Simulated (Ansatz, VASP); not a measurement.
**Two plane-wave programs on Ru**

INCAR

```
PREC = Accurate
ENCUT = 600
EDIFF = 1E-7
ISMEAR = 0
SIGMA = 0.1
LREAL = False
LASPH = True
NELM = 60
ALGO = Fast
ISIF = 3
LWAVE = False
LCHARG = False
IBRION = 2
NSW = 100
EDIFFG = -0.002
```

Contents of KPOINTS:

```
Automatic mesh
0
Gamma
  15 15 8
```

The input POSCAR:

```
Ru
1.0
    2.6729789957      0.0000000000      0.0000000000
   -1.3364894978      2.3148677141      0.0000000000
    0.0000000000      0.0000000000      4.2281491564
Ru
2
Direct
    0.3333333333      0.6666666667      0.2500000000
    0.6666666667      0.3333333333      0.7500000000
```

Input for Ansatz:

```yaml
crystal:
  lattice:
    - [2.672978996, 0.0, 0.0]
    - [-1.336489498, 2.3148677143, 0.0]
    - [0.0, 0.0, 4.228149157]
  atoms:
    - { symbol: Ru, position: [0.3333333333, 0.6666666667, 0.25] }
    - { symbol: Ru, position: [0.6666666667, 0.3333333333, 0.75] }
basis:
  ecutwfc: 420
kpoints:
  mp_grid: { grid: [15, 15, 8] }
hamiltonian:
  xc: lda
  pseudopotentials: { kind: paw, azcp: { folder: soft_1 } }
scf:
  occupations: { method: gaussian, width: 0.1 }
output:
  forces: true
  stress: true
  eigenvalues: true
  write_density: true
  write_potential: true
  elf: true
  volumetric_format: npy
relax:
  adjacent_minimum: "off"
  f_tol: 0.002
  max_steps: 80
  cell: { stress_tol: 0.02 }
```

Alike in both runs: task relaxation of cell and atoms; functional LDA; k mesh 15 × 15 × 8; occupations gaussian, width 0.1 eV; no spin polarisation.

|  | VASP | Ansatz |
| --- | --- | --- |
| version | VASP 6.6.1 | Ansatz 0.2.0 |
| potentials or method | VASP PAW LDA potentials, release 64 (Ru_pv), cutoff 600 eV | scalar-relativistic, plane waves, PAW |
| valence electrons in the cell | 28 | 32 |

|  | VASP | Ansatz | Ansatz less VASP |
| --- | --- | --- | --- |
| gap on the k mesh at the Fermi level, each at its own relaxed structure (eV) | none | none | - |
| relaxed volume (Å³/atom) | 13.12 | 13.09 | -0.032 |
| relaxed length of the cell vector where the two differ most in proportion (Å) | 4.230 | 4.226 | -0.0036 |

Ansatz warns that its potentials were made for another functional, while VASP's fit it. LDA's correlation is that of Perdew and Zunger in VASP and of Perdew and Wang (1992) in Ansatz. A gap of «none» marks a metal or a gap that the smearing closes. VASP's potentials hold 28 valence electrons a cell and Ansatz's 32, so a difference there can come from the potentials and not from the codes.
